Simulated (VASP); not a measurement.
# AlAs: relaxation of cell and atoms with PBEsol

The system is AlAs.

```
Al As
1.0
     0.00000    2.83050    2.83050
     2.83050    0.00000    2.83050
     2.83050    2.83050    0.00000
Al As
1 1
Direct
  0.00000 0.00000 0.00000
  0.25000 0.25000 0.25000
```

```yaml
Program: VASP 6.6.1
Task: relaxation of cell and atoms
Functional: PBEsol
Potentials_or_basis: VASP PAW PBE potentials, release 64 (Al, As)
Cutoff: 500 eV
k_mesh: 8 × 8 × 8
Occupations: gaussian, width 0.02 eV
Spin: no spin polarisation
Dipole_correction: no
Further_INCAR_settings: ALGO = Normal; EDIFF = 1e-07; IBRION = 2; EDIFFG = -0.002; NSW = 100; ISIF = 3
```

```json
{
 "Relaxed volume": "22.93 Å³/atom",
 "Relaxed cell": "a = 4.018 Å, b = 4.018 Å, c = 4.018 Å, α = 60.00°, β = 60.00°, γ = 60.00°",
 "Space group after relaxing (to 0.1 Å)": "F-43m (No. 216)",
 "Energy gained by relaxing": "0.6 meV/atom",
 "Ionic steps": "3",
 "Pressure after relaxing": "0.0 GPa",
 "Band gap on the k mesh": "1.34 eV (least direct gap 1.89 eV)"
}
```

Step by step:
```
step  energy change (eV)  largest force (eV/Å)  pressure (GPa)  volume (Å³)
   1              0.0000                0.0000            0.81        45.35
   2             -0.0009                0.0000           -0.40        46.11
   3             -0.0012                0.0000            0.00        45.85
```

Final structure:
```xyz
2
Lattice="0.0000 2.8408 2.8408 2.8408 0.0000 2.8408 2.8408 2.8408 0.0000" Properties=species:S:1:pos:R:3 pbc="T T T"
Al    0.0000    0.0000    0.0000
As    1.4204    1.4204    1.4204
```

Levels at points of the mesh, in eV from the valence-band top:
```csv
k point,band 1,band 2,band 3,band 4,band 5,band 6,band 7,band 8
"(0.00, 0.00, 0.00)",-11.83,0.00,0.00,0.00,1.89,4.24,4.24,4.24
"(0.50, 0.00, 0.00)",-10.42,-5.55,-0.82,-0.82,2.04,4.62,4.62,7.56
"(0.50, 0.50, 0.00)",-9.88,-5.40,-2.16,-2.16,1.34,2.22,10.20,10.20
```

Wall time 13 s on 1 thread of Intel(R) Xeon(R) 6975P-C (Granite Rapids), on a shared host, peak memory 0.17 GiB.

Caveat: the PAW data sets were made with another functional, which shifts forces and pressure a little. A k mesh can miss the band edges.
